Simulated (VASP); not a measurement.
# Nb2SiB2 (P6/mmm) in VASP: notebook, part 2 of 2

VASP 6.6.1. The steps go on from the part before.

## (4) Relaxation of cell and atoms, PBE

This run uses another cell than the first one, of 14.55 Å³/atom, 1.013 times its volume.

INCAR

```
SYSTEM = Nb2SiB2
PREC     = Accurate       ! precision mode
ENCUT    = 600            ! plane-wave cutoff, eV
EDIFF    = 1E-6           ! SCF threshold, eV
ISMEAR   = 0              ! smearing method
SIGMA    = 0.1            ! smearing width, eV
LREAL    = .False.        ! projectors in reciprocal space
LASPH    = .True.         ! aspherical terms in the spheres
NELM     = 60             ! most SCF steps
ALGO     = Normal         ! electronic algorithm
ISIF     = 3              ! what is computed and relaxed
LWAVE    = .False.        ! write WAVECAR
LCHARG   = .False.        ! write CHGCAR
GGA      = PE             ! functional
IBRION   = 2              ! ionic algorithm
NSW      = 100            ! ionic steps
EDIFFG   = -0.01          ! ionic threshold
```

KPOINTS

```
regular mesh
0
Gamma
  12 12 8
  0 0 0
```

POSCAR

```
Nb2SiB2
1.0
    4.2764862923      0.0000000000      0.0000000000
   -2.1382431461      3.7035457680      0.0000000000
    0.0000000000      0.0000000000      4.5938824817
Nb Si B
2 1 2
Direct
    0.3333333333      0.6666666667      0.5000000000
    0.6666666667      0.3333333333      0.5000000000
    0.0000000000      0.0000000000      0.0000000000
    0.3333333333      0.6666666667      0.0000000000
    0.6666666667      0.3333333333      0.0000000000
```

Potentials or basis: VASP PAW PBE potentials, release 64 (Nb_sv, Si, B).

Run with:

```sh
> cat potpaw_PBE.64/Nb_sv/POTCAR potpaw_PBE.64/Si/POTCAR potpaw_PBE.64/B/POTCAR > POTCAR
> mpirun -np 1 vasp_std > vasp.out
```

OUTCAR:

```text
SYSTEM = Nb2SiB2
   PREC = Accurate
   ENCUT = 600
   EDIFF = 1E-6
   ISMEAR = 0
   LREAL = .False.
   LASPH = .True.
   NELM = 60
   ISIF = 3
   GGA = PE
   IBRION = 2
   NSW = 100
   EDIFFG = -0.01

 ion  position               nearest neighbor table
   1  0.333  0.667  0.500-   4 2.30   4 2.30   2 2.47   2 2.47   2 2.47
   2  0.667  0.333  0.500-   5 2.30   5 2.30   1 2.47   1 2.47   1 2.47
   3  0.000  0.000  0.000-   4 2.47   5 2.47   4 2.47   5 2.47   5 2.47   4 2.47
   4  0.333  0.667  0.000-   1 2.30   1 2.30   3 2.47   3 2.47   3 2.47
   5  0.667  0.333  0.000-   2 2.30   2 2.30   3 2.47   3 2.47   3 2.47

  LATTYP: Found a hexagonal cell.
 ALAT       =     4.2764862923
 C/A-ratio  =     1.0742189189

  Lattice vectors:

 A1 = (   4.2764862923,   0.0000000000,   0.0000000000)
 A2 = (  -2.1382431461,   3.7035457680,   0.0000000000)
 A3 = (   0.0000000000,   0.0000000000,   4.5938824817)

Analysis of symmetry for initial positions (statically):
=====================================================================
 Subroutine PRICEL returns:
 Original cell was already a primitive cell.

 Routine SETGRP: Setting up the symmetry group for a
 hexagonal supercell.

 Subroutine GETGRP returns: Found 24 space group operations
 (whereof 24 operations were pure point group operations)
 out of a pool of 24 trial point group operations.

The static configuration has the point symmetry D_6h.

Analysis of symmetry for dynamics (positions and initial velocities):
=====================================================================
 Subroutine PRICEL returns:
 Original cell was already a primitive cell.

 Routine SETGRP: Setting up the symmetry group for a
 hexagonal supercell.

 Subroutine GETGRP returns: Found 24 space group operations
 (whereof 24 operations were pure point group operations)
 out of a pool of 24 trial point group operations.

The dynamic configuration has the point symmetry D_6h.

 Subroutine INISYM returns: Found 24 space group operations
 (whereof 24 operations are pure point group operations),
 and found     1 'primitive' translations

----------------------------------------------------------------------------------------

                                     Primitive cell

  volume of cell :      72.7587

  direct lattice vectors                    reciprocal lattice vectors
     4.276486292  0.000000000  0.000000000     0.233836830  0.135005757  0.000000000
    -2.138243146  3.703545768  0.000000000     0.000000000  0.270011514  0.000000000
     0.000000000  0.000000000  4.593882482     0.000000000  0.000000000  0.217680797

  length of vectors
     4.276486292  4.276486292  4.593882482     0.270011514  0.270011514  0.217680797

  position of ions in fractional coordinates (direct lattice)
     0.333333333  0.666666667  0.500000000
     0.666666667  0.333333333  0.500000000
     0.000000000  0.000000000  0.000000000
     0.333333333  0.666666667  0.000000000
     0.666666667  0.333333333  0.000000000

  ion indices of the primitive-cell ions
   primitive index   ion index
                 1           1
                 2           2
                 3           3
                 4           4
[... 52 lines left out ...]
  0.250000  0.000000  0.125000     12.000000
  0.333333  0.000000  0.125000     12.000000
 [... further k-points ...]
   k-points           NKPTS =     95   k-points in BZ     NKDIM =     95   number of bands    NBANDS=     22
   number of dos      NEDOS =    301   number of ions     NIONS =      5
   total plane-waves  NPLWV =  51840
   dimension x,y,z NGX =    36 NGY =   36 NGZ =   40
   dimension x,y,z NGXF=    72 NGYF=   72 NGZF=   80
   ions per type =               2   1   2
   NGX,Y,Z   is equivalent  to a cutoff of  13.99, 13.99, 14.48 a.u.
   NGXF,Y,Z  is equivalent  to a cutoff of  27.99, 27.99, 28.95 a.u.
 SYSTEM =  Nb2SiB2
   PREC   = accura    normal or accurate (medium, high low for compatibility)
   ISTART =      0    job   : 0-new  1-cont  2-samecut
   ICHARG =      2    charge: 1-file 2-atom 10-const
   ISPIN  =      1    spin polarized calculation?
   LNONCOLLINEAR =      F non collinear calculations
   LSORBIT =      F    spin-orbit coupling
   LASPH  =      T    aspherical Exc in radial PAW
   ENCUT  =  600.0 eV  44.10 Ry    6.64 a.u.   8.54  8.54  9.18*2*pi/ulx,y,z
   NELM   =     60;   NELMIN=  2; NELMDL= -5     # of ELM steps
   EDIFF  = 0.1E-05   stopping-criterion for ELM
   LREAL  =      F    real-space projection
   EDIFFG = -.1E-01   stopping-criterion for IOM
   NSW    =    100    number of steps for IOM
   IBRION =      2    ionic relax: 0-MD 1-quasi-New 2-CG
   NFREE  =      1    steps in history (QN), initial steepest desc. (CG)
   ISIF   =      3    stress and relaxation
   ISYM   =      2    0-nonsym 1-usesym 2-fastsym
   POTIM  = 0.5000    time-step for ionic-motion
   TEBEG  =    0.0;   TEEND  =   0.0 temperature during run
   PSTRESS=    0.0 pullay stress
   NELECT =      36.0000    total number of electrons
   NUPDOWN=      -1.0000    fix difference up-down
   EMIN   =  10.00;   EMAX   =-10.00  energy-range for DOS
   EFERMI =   0.00;   METHOD = LEGACY
   ISMEAR =     0;   SIGMA  =   0.10  broadening in eV -4-tet -1-fermi 0-gaus
   EFERMI_NEDOS =   21; number of points for ismear=-14 and -15
   IALGO  =     38    algorithm
   IMIX   =      4    mixing-type and parameters
     AMIX     =   0.40;   BMIX     =  1.00
     AMIX_MAG =   1.60;   BMIX_MAG =  1.00
  volume/ion in A,a.u.               =      14.55        98.20
  Fermi-wavevector in a.u.,A,eV,Ry     =   1.294834  2.446882 22.811462  1.676595
  Thomas-Fermi vector in A             =   2.426392
   LORBIT       =      0    0 simple, 1 ext, 2 COOP (PROOUT), +10 PAW based schemes
   GGA     = PE    functional components
   LHFCALC =     F    Hartree Fock is set to
   AEXX    =    0.0000 exact exchange contribution
   IVDW    =     0    specifies the selected vdW correction
   LEPSILON=     F    determine dielectric tensor
   LRPA    =     F    only Hartree local field effects (RPA)
 conjugate gradient relaxation of ions
 non-spin polarized calculation
 Gauss-broadening in eV      SIGMA  =   0.10
  energy-cutoff  :      600.00
  volume of cell :       72.76
 maximum number of plane-waves:      2473
 NGX is ok and might be reduce to    36
   NGX = 17   NGY = 17   NGZ = 19

--------------------------------------- Ionic step        1  -------------------------------------------

 number of electron      35.9999997 magnetization

 Free energy of the ion-electron system (eV)
  ---------------------------------------------------
  ext. energy  EPLUGINS =         0.00000000
  ---------------------------------------------------
  free energy    TOTEN  =       -32.85524330 eV

  energy without entropy =      -32.84194452  energy(sigma->0) =      -32.84859391

------------------------ aborting loop because EDIFF is reached ----------------------------------------

  FORCE on cell =-STRESS in cart. coord.  units (eV):
  Direction    XX          YY          ZZ          XY          YZ          ZX
  --------------------------------------------------------------------------------------
  -------------------------------------------------------------------------------------
  Total        0.4576180      0.4576180     -1.2190152      0.0000000     -0.0000000      0.0000000
  in kB       10.0769480     10.0769480    -26.8432463      0.0000000     -0.0000000      0.0000000
  external PRESSURE =      -2.2297834 kB  Pullay stress =       0.0000000 kB
[... 143 lines left out ...]
--------------------------------------- Ionic step        5  -------------------------------------------

 number of electron      35.9999997 magnetization

 Free energy of the ion-electron system (eV)
  ---------------------------------------------------
  ext. energy  EPLUGINS =         0.00000000
  ---------------------------------------------------
  free energy    TOTEN  =       -32.86201155 eV

  energy without entropy =      -32.84948964  energy(sigma->0) =      -32.85575060

 E-fermi :   8.5688     XC(G=0): -11.4571

 val. band max:        8.5593059507   @ k =   0.0833   0.0000   0.0000
 cond. band min:       8.5742819280   @ k =   0.0833   0.0000   0.3750
 fundamental gap:      0.0149759773
 Fermi energy:         8.5687725042

 k-point     1 :       0.0000    0.0000    0.0000
  band No.  band energies     occupation
      1     -45.8355      2.00000
      2     -45.1386      2.00000
      3     -22.6475      2.00000
      4     -22.6475      2.00000
      5     -21.9789      2.00000
      6     -21.3942      2.00000
[... 589 lines left out ...]
     21      10.6270      0.00000
     22      10.8782      0.00000

 [... further k-points ...]

------------------------ aborting loop because EDIFF is reached ----------------------------------------

  FORCE on cell =-STRESS in cart. coord.  units (eV):
  Direction    XX          YY          ZZ          XY          YZ          ZX
  --------------------------------------------------------------------------------------
  -------------------------------------------------------------------------------------
  Total       -0.0016941     -0.0016941      0.0110653     -0.0000000     -0.0000000     -0.0000000
  in kB       -0.0372278     -0.0372278      0.2431605     -0.0000000     -0.0000000     -0.0000000
  external PRESSURE =       0.0562350 kB  Pullay stress =       0.0000000 kB
[... 20 lines left out ...]
  FREE ENERGIE OF THE ION-ELECTRON SYSTEM (eV)
  ---------------------------------------------------
  free  energy   TOTEN  =       -32.8620115488 eV

  energy  without entropy=      -32.8494896437  energy(sigma->0) =      -32.85575060

 reached required accuracy - stopping structural energy minimisation
```

Run time: 10 min. Hardware: 1 thread of Intel Xeon 6975P-C, shared host; peak memory 0.36 GiB.

What came out:

| Quantity | Value |
| --- | --- |
| Free energy | -32.8620 eV |
| Relaxed volume | 14.58 Å³/atom |
| Relaxed cell | a = 4.297 Å, b = 4.297 Å, c = 4.560 Å, α = 90.00°, β = 90.00°, γ = 120.00° |
| Space group after relaxing (to 0.05 Å) | P6/mmm (No. 191) |
| Energy gained by relaxing | 1.4 meV/atom |
| Ionic steps | 5 |
| Pressure after relaxing | 0.0 GPa |
| Band gap on the k mesh | zero (band 18 reaches 9.09 eV, above the bottom of band 19 at 8.13 eV) |

The path:
| step | energy change (eV) | largest force (eV/Å) | pressure (GPa) | volume (Å³) |
| --- | --- | --- | --- | --- |
| 1 | 0.0000 | 0.0000 | -0.22 | 72.76 |
| 2 | -0.0050 | 0.0000 | 0.73 | 72.54 |
| 3 | -0.0063 | 0.0000 | 0.46 | 72.61 |
| 4 | -0.0067 | 0.0000 | -0.12 | 73.01 |
| 5 | -0.0068 | 0.0000 | 0.01 | 72.91 |

Final structure:
```xyz
5
Lattice="4.2970 0.0000 0.0000 -2.1485 3.7213 0.0000 0.0000 0.0000 4.5595" Properties=species:S:1:pos:R:3 pbc="T T T"
Nb    0.0000    2.4809    2.2797
Nb    2.1485    1.2404    2.2797
Si    0.0000    0.0000    0.0000
B     0.0000    2.4809    0.0000
B     2.1485    1.2404    0.0000
```

## (5) The runs side by side

| task | cell | k mesh | cutoff (eV) | gap on the mesh (eV) | pressure (GPa) | relaxed volume (Å³/atom) |
| --- | --- | --- | --- | --- | --- | --- |
| relaxation of cell and atoms | relaxed from a = 3.930, b = 3.930, c = 5.368 Å, angles 90.0, 90.0, 120.0°, 5 atoms | 6 × 6 × 4 | 600 | none | 0.0 | 14.54 |
| single point | a = 4.297, b = 4.297, c = 4.562 Å, angles 90.0, 90.0, 120.0°, 5 atoms | 12 × 12 × 8 | 520 | none | -0.1 | - |
| relaxation of cell and atoms | relaxed from a = 4.276, b = 4.276, c = 4.594 Å, angles 90.0, 90.0, 120.0°, 5 atoms | 12 × 12 × 8 | 600 | none | 0.0 | 14.58 |

Alike in all rows: level PBE; potentials or basis VASP PAW PBE potentials, release 64 (Nb_sv, Si, B); no spin polarisation; smearing gaussian 0.1 eV.

Absolute energies hang on the potentials; compare differences alone.
